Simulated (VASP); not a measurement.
# Au (Fm-3m) in VASP: notebook

The runs below take Au through single point, with PBE+D3(BJ).

All numbers are computed with VASP 6.6.1; they aren't measurements. Logs are shortened: lines on timing, memory, paths and dates and some standing lists are left out, and cuts for length are marked.

## 1. The cell of the first run

It takes space group Fm-3m (No. 225, cubic). Conventional cell: a = 4.070 Å, b = 4.070 Å, c = 4.070 Å, α = 90.00°, β = 90.00°, γ = 90.00°. Au (site symmetry m-3m) has 12 Au at 2.88 Å within 3.8 Å.

## 2. Single point, PBE+D3(BJ)

INCAR reads:

```
SYSTEM = Au
ALGO = Fast
EDIFF = 1E-6
ENCUT = 520
GGA = PE
ISIF = 2
ISMEAR = 0
IVDW = 12
LASPH = .TRUE.
LCHARG = .FALSE.
LREAL = .FALSE.
LWAVE = .FALSE.
NBANDS = 12
NELM = 100
PREC = Accurate
SIGMA = 0.1
```

KPOINTS reads:

```
k-points
0
G
  8 8 8
  0 0 0
```

POSCAR reads:

```
Au
1.0
    0.0000000000      2.0350000000      2.0350000000
    2.0350000000      0.0000000000      2.0350000000
    2.0350000000      2.0350000000      0.0000000000
Au
1
Direct
    0.0000000000      0.0000000000      0.0000000000
```

Potentials or basis: VASP PAW PBE potentials, release 64 (Au).

The run is started by

```
$ cat potpaw_PBE.64/Au/POTCAR > POTCAR
$ mpirun -np 1 vasp_std > vasp.out
```

OUTCAR:

```text
SYSTEM = Au
   EDIFF = 1E-6
   ENCUT = 520
   GGA = PE
   ISIF = 2
   ISMEAR = 0
   IVDW = 12
   LASPH = .TRUE.
   LREAL = .FALSE.
   NELM = 100
   PREC = Accurate
 IVDW          = 12

 ion  position               nearest neighbor table
   1  0.000  0.000  0.000-

  LATTYP: Found a face centered cubic cell.
 ALAT       =     4.0700000000

  Lattice vectors:

 A1 = (   0.0000000000,   2.0350000000,   2.0350000000)
 A2 = (   2.0350000000,   0.0000000000,   2.0350000000)
 A3 = (   2.0350000000,   2.0350000000,   0.0000000000)

Analysis of symmetry for initial positions (statically):
=====================================================================
 Subroutine PRICEL returns:
 Original cell was already a primitive cell.

 Routine SETGRP: Setting up the symmetry group for a
 face centered cubic supercell.

 Subroutine GETGRP returns: Found 48 space group operations
 (whereof 48 operations were pure point group operations)
 out of a pool of 48 trial point group operations.

The static configuration has the point symmetry O_h .

Analysis of symmetry for dynamics (positions and initial velocities):
=====================================================================
 Subroutine PRICEL returns:
 Original cell was already a primitive cell.

 Routine SETGRP: Setting up the symmetry group for a
 face centered cubic supercell.

 Subroutine GETGRP returns: Found 48 space group operations
 (whereof 48 operations were pure point group operations)
 out of a pool of 48 trial point group operations.

The dynamic configuration has the point symmetry O_h .

 Subroutine INISYM returns: Found 48 space group operations
 (whereof 48 operations are pure point group operations),
 and found     1 'primitive' translations

----------------------------------------------------------------------------------------

                                     Primitive cell

  volume of cell :      16.8548

  direct lattice vectors                    reciprocal lattice vectors
     0.000000000  2.035000000  2.035000000    -0.245700246  0.245700246  0.245700246
     2.035000000  0.000000000  2.035000000     0.245700246 -0.245700246  0.245700246
     2.035000000  2.035000000  0.000000000     0.245700246  0.245700246 -0.245700246

  length of vectors
     2.877924599  2.877924599  2.877924599     0.425565309  0.425565309  0.425565309

  position of ions in fractional coordinates (direct lattice)
     0.000000000  0.000000000  0.000000000

  ion indices of the primitive-cell ions
   primitive index   ion index
                 1           1

----------------------------------------------------------------------------------------

 KPOINTS: k-points

Automatic generation of k-mesh.
 Grid dimensions read from file:
 generate k-points for:    8    8    8

 Generating k-lattice:

  Cartesian coordinates                     Fractional coordinates (reciprocal lattice)
    -0.030712531  0.030712531  0.030712531     0.125000000  0.000000000  0.000000000
     0.030712531 -0.030712531  0.030712531     0.000000000  0.125000000  0.000000000
     0.030712531  0.030712531 -0.030712531     0.000000000  0.000000000  0.125000000

  Length of vectors
     0.053195664  0.053195664  0.053195664

  Shift w.r.t. Gamma in fractional coordinates (k-lattice)
     0.000000000  0.000000000  0.000000000

 Subroutine IBZKPT returns following result:
 ===========================================

 Found     29 irreducible k-points:

 Following reciprocal coordinates:
            Coordinates               Weight
  0.000000  0.000000  0.000000      1.000000
  0.125000  0.000000  0.000000      8.000000
  0.250000  0.000000  0.000000      8.000000
  0.375000  0.000000  0.000000      8.000000
  0.500000  0.000000  0.000000      4.000000
  0.125000  0.125000  0.000000      6.000000
[... 16 lines left out ...]
  0.500000  0.250000  0.125000     48.000000
 -0.375000  0.250000  0.125000     24.000000
 [... further k-points ...]
   k-points           NKPTS =     29   k-points in BZ     NKDIM =     29   number of bands    NBANDS=     12
   number of dos      NEDOS =    301   number of ions     NIONS =      1
   total plane-waves  NPLWV =  13824
   dimension x,y,z NGX =    24 NGY =   24 NGZ =   24
   dimension x,y,z NGXF=    48 NGYF=   48 NGZF=   48
   ions per type =               1
   NGX,Y,Z   is equivalent  to a cutoff of  13.86, 13.86, 13.86 a.u.
   NGXF,Y,Z  is equivalent  to a cutoff of  27.73, 27.73, 27.73 a.u.
 SYSTEM =  Au
   PREC   = accura    normal or accurate (medium, high low for compatibility)
   ISTART =      0    job   : 0-new  1-cont  2-samecut
   ICHARG =      2    charge: 1-file 2-atom 10-const
   ISPIN  =      1    spin polarized calculation?
   LNONCOLLINEAR =      F non collinear calculations
   LSORBIT =      F    spin-orbit coupling
   LASPH  =      T    aspherical Exc in radial PAW
   ENCUT  =  520.0 eV  38.22 Ry    6.18 a.u.   5.35  5.35  5.35*2*pi/ulx,y,z
   NELM   =    100;   NELMIN=  2; NELMDL= -5     # of ELM steps
   EDIFF  = 0.1E-05   stopping-criterion for ELM
   LREAL  =      F    real-space projection
   EDIFFG = 0.1E-04   stopping-criterion for IOM
   NSW    =      0    number of steps for IOM
   IBRION =     -1    ionic relax: 0-MD 1-quasi-New 2-CG
   NFREE  =      0    steps in history (QN), initial steepest desc. (CG)
   ISIF   =      2    stress and relaxation
   ISYM   =      2    0-nonsym 1-usesym 2-fastsym
   POTIM  = 0.5000    time-step for ionic-motion
   TEBEG  =    0.0;   TEEND  =   0.0 temperature during run
   PSTRESS=    0.0 pullay stress
   NELECT =      11.0000    total number of electrons
   NUPDOWN=      -1.0000    fix difference up-down
   EMIN   =  10.00;   EMAX   =-10.00  energy-range for DOS
   EFERMI =   0.00;   METHOD = LEGACY
   ISMEAR =     0;   SIGMA  =   0.10  broadening in eV -4-tet -1-fermi 0-gaus
   EFERMI_NEDOS =   21; number of points for ismear=-14 and -15
   IALGO  =     68    algorithm
   IMIX   =      4    mixing-type and parameters
     AMIX     =   0.40;   BMIX     =  1.00
     AMIX_MAG =   1.60;   BMIX_MAG =  1.00
  volume/ion in A,a.u.               =      16.85       113.74
  Fermi-wavevector in a.u.,A,eV,Ry     =   1.420032  2.683470 27.436005  2.016489
  Thomas-Fermi vector in A             =   2.540990
   LORBIT       =      0    0 simple, 1 ext, 2 COOP (PROOUT), +10 PAW based schemes
   GGA     = PE    functional components
   LHFCALC =     F    Hartree Fock is set to
   AEXX    =    0.0000 exact exchange contribution
   IVDW    =    12    specifies the selected vdW correction
   LEPSILON=     F    determine dielectric tensor
   LRPA    =     F    only Hartree local field effects (RPA)
 non-spin polarized calculation
 RMM-DIIS sequential band-by-band and
 Gauss-broadening in eV      SIGMA  =   0.10
  energy-cutoff  :      520.00
  volume of cell :       16.85
 maximum number of plane-waves:       469
 NGX is ok and might be reduce to    24
   NGX = 11   NGY = 11   NGZ = 11

 number of electron      10.9999999 magnetization

 Free energy of the ion-electron system (eV)
  ---------------------------------------------------
  ext. energy  EPLUGINS =         0.00000000
  ---------------------------------------------------
  free energy    TOTEN  =        -3.14798699 eV

  energy without entropy =       -3.14486055  energy(sigma->0) =       -3.14642377

 E-fermi :   9.6154     XC(G=0): -12.7812

 val. band max:        9.5413101384   @ k =   0.5000   0.2500   0.1250
 cond. band min:       9.8082334153   @ k =   0.5000   0.3750   0.1250
 fundamental gap:      0.2669232768
 Fermi energy:         9.6154412241

 k-point     1 :       0.0000    0.0000    0.0000
  band No.  band energies     occupation
      1      -0.3124      2.00000
      2       4.9154      2.00000
      3       4.9154      2.00000
      4       4.9154      2.00000
      5       6.4614      2.00000
      6       6.4614      2.00000
      7      24.1665      0.00000
      8      28.2313      0.00000
      9      28.2313      0.00000
     10      28.2313      0.00000
     11      33.1683      0.00000
     12      37.9379      0.00000

 k-point     2 :       0.1250    0.0000    0.0000
  band No.  band energies     occupation
      1       0.2244      2.00000
      2       4.7595      2.00000
      3       5.0826      2.00000
      4       5.0826      2.00000
      5       6.4012      2.00000
      6       6.4012      2.00000
      7      24.6511      0.00000
      8      25.6689      0.00000
      9      28.8661      0.00000
     10      28.8661      0.00000
     11      33.2310      0.00000
     12      35.5445      0.00000

 k-point     3 :       0.2500    0.0000    0.0000
  band No.  band energies     occupation
      1       1.5032      2.00000
      2       4.7765      2.00000
      3       5.1991      2.00000
      4       5.1991      2.00000
      5       6.6276      2.00000
      6       6.6276      2.00000
      7      20.9111      0.00000
      8      25.2654      0.00000
      9      29.7516      0.00000
     10      29.7516      0.00000
     11      31.4970      0.00000
     12      32.7756      0.00000
[... 286 lines left out ...]
 k-point    23 :       0.5000    0.2500    0.1250
  band No.  band energies     occupation
      1       3.2809      2.00000
      2       4.4131      2.00000
      3       4.6198      2.00000
      4       5.9709      2.00000
      5       7.1815      2.00000
      6       9.5413      1.70553
      7      16.7311      0.00000
      8      21.6899      0.00000
      9      24.0540      0.00000
     10      28.2570      0.00000
     11      32.2046      0.00000
     12      35.9900      0.00000

 k-point    24 :      -0.3750    0.2500    0.1250
  band No.  band energies     occupation
      1       3.2801      2.00000
      2       4.2284      2.00000
      3       5.3537      2.00000
      4       5.7618      2.00000
      5       7.5433      2.00000
      6      12.3194      0.00000
      7      12.7805      0.00000
      8      21.9394      0.00000
      9      22.8560      0.00000
     10      27.3960      0.00000
     11      33.6478      0.00000
     12      36.6432      0.00000

 [... further k-points ...]

------------------------ aborting loop because EDIFF is reached ----------------------------------------

 Edisp (eV)   -0.67316

 E8    (eV) :    -0.3026

  FORCE on cell =-STRESS in cart. coord.  units (eV):
  Direction    XX          YY          ZZ          XY          YZ          ZX
  --------------------------------------------------------------------------------------
  -------------------------------------------------------------------------------------
  Total       0.51874     0.51874     0.51874     0.00000    -0.00000    -0.00000
  in kB      49.30979    49.30979    49.30979     0.00000    -0.00000    -0.00000
  external pressure =       49.31 kB  Pullay stress =        0.00 kB

 VOLUME and BASIS-vectors are now :
 -----------------------------------------------------------------------------
  energy-cutoff  :      520.00
  volume of cell :       16.85
      direct lattice vectors                 reciprocal lattice vectors
     0.000000000  2.035000000  2.035000000    -0.245700246  0.245700246  0.245700246
     2.035000000  0.000000000  2.035000000     0.245700246 -0.245700246  0.245700246
     2.035000000  2.035000000  0.000000000     0.245700246  0.245700246 -0.245700246

 POSITION                                       TOTAL-FORCE (eV/Angst)
 -----------------------------------------------------------------------------------
      0.00000      0.00000      0.00000        -0.000000     -0.000000     -0.000000
 -----------------------------------------------------------------------------------
    total drift:                                0.000000     -0.000000     -0.000000

  FREE ENERGIE OF THE ION-ELECTRON SYSTEM (eV)
  ---------------------------------------------------
  free  energy   TOTEN  =        -3.8211506576 eV

  energy  without entropy=       -3.8180242149  energy(sigma->0) =       -3.81958744
```

Wall time 8.5 s (1 thread of Intel Xeon 8259CL, shared host); peak memory 0.15 GiB.

What came out:

```yaml
Free_energy: -3.8212 eV
Pressure: 4.9 GPa
Band_gap_on_the_k_mesh: zero (an odd number of electrons rules out a gap without spin polarisation)
Dispersion_energy_per_atom: -0.673 eV
```

Levels at points of the mesh, in eV from the Fermi level:
```tsv
k point	band 2	band 3	band 4	band 5	band 6	band 7	band 8	band 9	band 10	band 11
(0.00, 0.00, 0.00)	-4.70	-4.70	-4.70	-3.15	-3.15	14.55	18.62	18.62	18.62	23.55
(0.50, 0.00, 0.00)	-4.74	-4.74	-1.93	-1.93	-0.96	3.18	14.00	17.26	17.26	25.14
(0.50, 0.50, 0.00)	-6.80	-1.97	-1.60	-1.60	1.04	5.91	10.09	10.09	17.38	20.02
```

Caveat: the cell stands under pressure; spin-orbit coupling is left out, which moves the levels of the heavy elements.

## 3. Single point, PBE+D3(BJ) (15.72 Å³/atom)

This run uses another cell than the first one, of 15.72 Å³/atom.

INCAR reads:

```
PREC = Accurate ; ENCUT = 520
EDIFF = 1E-6 ; ISMEAR = 0
SIGMA = 0.1 ; LREAL = False
LASPH = True ; NELM = 100
ALGO = Normal ; ISIF = 2
LWAVE = False ; LCHARG = True
GGA = PE ; IVDW = 12
LELF = True ; LVHAR = True
NBANDS = 12
```

KPOINTS reads:

```
regular mesh
0
Gamma
  18 18 18
```

POSCAR reads:

```
Au
1.0
    0.0000000000      1.9881114176      1.9881114176
    1.9881114176      0.0000000000      1.9881114176
    1.9881114176      1.9881114176      0.0000000000
Au
1
Direct
    0.0000000000      0.0000000000      0.0000000000
```

Potentials or basis: VASP PAW PBE potentials, release 64 (Au).

The run is started by

```
$ cat potpaw_PBE.64/Au/POTCAR > POTCAR
$ mpirun -np 1 vasp_std > vasp.out
```

OUTCAR:

```text
PREC = Accurate
   ENCUT = 520
   EDIFF = 1E-6
   ISMEAR = 0
   LREAL = False
   LASPH = True
   NELM = 100
   ISIF = 2
   GGA = PE
   IVDW = 12
 IVDW          = 12

 ion  position               nearest neighbor table
   1  0.000  0.000  0.000-

  LATTYP: Found a face centered cubic cell.
 ALAT       =     3.9762228352

  Lattice vectors:

 A1 = (   0.0000000000,   1.9881114176,   1.9881114176)
 A2 = (   1.9881114176,   0.0000000000,   1.9881114176)
 A3 = (   1.9881114176,   1.9881114176,   0.0000000000)

Analysis of symmetry for initial positions (statically):
=====================================================================
 Subroutine PRICEL returns:
 Original cell was already a primitive cell.

 Routine SETGRP: Setting up the symmetry group for a
 face centered cubic supercell.

 Subroutine GETGRP returns: Found 48 space group operations
 (whereof 48 operations were pure point group operations)
 out of a pool of 48 trial point group operations.

The static configuration has the point symmetry O_h .

Analysis of symmetry for dynamics (positions and initial velocities):
=====================================================================
 Subroutine PRICEL returns:
 Original cell was already a primitive cell.

 Routine SETGRP: Setting up the symmetry group for a
 face centered cubic supercell.

 Subroutine GETGRP returns: Found 48 space group operations
 (whereof 48 operations were pure point group operations)
 out of a pool of 48 trial point group operations.

The dynamic configuration has the point symmetry O_h .

 Subroutine INISYM returns: Found 48 space group operations
 (whereof 48 operations are pure point group operations),
 and found     1 'primitive' translations

----------------------------------------------------------------------------------------

                                     Primitive cell

  volume of cell :      15.7164

  direct lattice vectors                    reciprocal lattice vectors
     0.000000000  1.988111418  1.988111418    -0.251494959  0.251494959  0.251494959
[... 113 lines left out ...]
   LEPSILON=     F    determine dielectric tensor
   LRPA    =     F    only Hartree local field effects (RPA)
 non-spin polarized calculation
 Gauss-broadening in eV      SIGMA  =   0.10
  energy-cutoff  :      520.00
  volume of cell :       15.72
 maximum number of plane-waves:       444
 NGX is ok and might be reduce to    24
   NGX = 11   NGY = 11   NGZ = 11

 number of electron      11.0000002 magnetization

 Free energy of the ion-electron system (eV)
  ---------------------------------------------------
  ext. energy  EPLUGINS =         0.00000000
  ---------------------------------------------------
  free energy    TOTEN  =        -3.05593462 eV

  energy without entropy =       -3.05443962  energy(sigma->0) =       -3.05518712

 E-fermi :  10.9145     XC(G=0): -13.2070

 val. band max:       10.8818883858   @ k =   0.5000   0.1667   0.0556
 cond. band min:      10.9490232954   @ k =   0.5000   0.2778   0.1111
 fundamental gap:      0.0671349096
 Fermi energy:        10.9144631690

 k-point     1 :       0.0000    0.0000    0.0000
  band No.  band energies     occupation
      1       0.1421      2.00000
      2       5.7357      2.00000
      3       5.7357      2.00000
      4       5.7357      2.00000
      5       7.4822      2.00000
      6       7.4822      2.00000
      7      25.2621      0.00000
      8      29.7328      0.00000
      9      29.7328      0.00000
     10      29.7328      0.00000
     11      34.9074      0.00000
     12      40.5294      0.00000
[... 331 lines left out ...]
 k-point    24 :      -0.2222    0.0556    0.0000
  band No.  band energies     occupation
      1       2.0581      2.00000
      2       5.4120      2.00000
      3       6.0771      2.00000
      4       6.1229      2.00000
      5       7.3600      2.00000
      6       7.9182      2.00000
      7      23.0119      0.00000
      8      26.6374      0.00000
      9      30.2765      0.00000
     10      32.2511      0.00000
     11      33.2211      0.00000
     12      34.6524      0.00000

 [... further k-points ...]

------------------------ aborting loop because EDIFF is reached ----------------------------------------

 Edisp (eV)   -0.72398

 E8    (eV) :    -0.3258

  FORCE on cell =-STRESS in cart. coord.  units (eV):
  Direction    XX          YY          ZZ          XY          YZ          ZX
  --------------------------------------------------------------------------------------
  -------------------------------------------------------------------------------------
  Total       1.94252     1.94252     1.94252    -0.00000     0.00000    -0.00000
  in kB     198.02632   198.02632   198.02632    -0.00000     0.00000    -0.00000
  external pressure =      198.03 kB  Pullay stress =        0.00 kB

 VOLUME and BASIS-vectors are now :
 -----------------------------------------------------------------------------
  energy-cutoff  :      520.00
  volume of cell :       15.72
      direct lattice vectors                 reciprocal lattice vectors
     0.000000000  1.988111418  1.988111418    -0.251494959  0.251494959  0.251494959
     1.988111418  0.000000000  1.988111418     0.251494959 -0.251494959  0.251494959
     1.988111418  1.988111418  0.000000000     0.251494959  0.251494959 -0.251494959

 POSITION                                       TOTAL-FORCE (eV/Angst)
 -----------------------------------------------------------------------------------
      0.00000      0.00000      0.00000         0.000000      0.000000      0.000000
 -----------------------------------------------------------------------------------
    total drift:                                0.000000      0.000000     -0.000000

  FREE ENERGIE OF THE ION-ELECTRON SYSTEM (eV)
  ---------------------------------------------------
  free  energy   TOTEN  =        -3.7799109688 eV

  energy  without entropy=       -3.7784159620  energy(sigma->0) =       -3.77916347
```

It took 35 s on 1 thread of Intel Xeon 8259CL, shared host; peak memory 0.18 GiB.

Results:

- Free energy: -3.7799 eV
- Pressure: 19.8 GPa
- Band gap on the k mesh: zero (an odd number of electrons rules out a gap without spin polarisation)
- Dispersion energy per atom: -0.724 eV

Levels at points of the mesh, in eV from the Fermi level:
| k point | band 2 | band 3 | band 4 | band 5 | band 6 | band 7 | band 8 | band 9 | band 10 | band 11 |
| --- | --- | --- | --- | --- | --- | --- | --- | --- | --- | --- |
| (0.00, 0.00, 0.00) | -5.18 | -5.18 | -5.18 | -3.43 | -3.43 | 14.35 | 18.82 | 18.82 | 18.82 | 23.99 |
| (0.50, 0.00, 0.00) | -5.23 | -5.23 | -2.05 | -2.05 | -1.37 | 3.51 | 13.82 | 17.70 | 17.70 | 26.17 |
| (0.50, 0.50, 0.00) | -7.53 | -2.10 | -1.67 | -1.67 | 0.77 | 6.45 | 10.21 | 10.21 | 18.09 | 20.96 |

Caveat: the cell stands under pressure; spin-orbit coupling is left out, which moves the levels of the heavy elements.

[end of part 1 of 2]
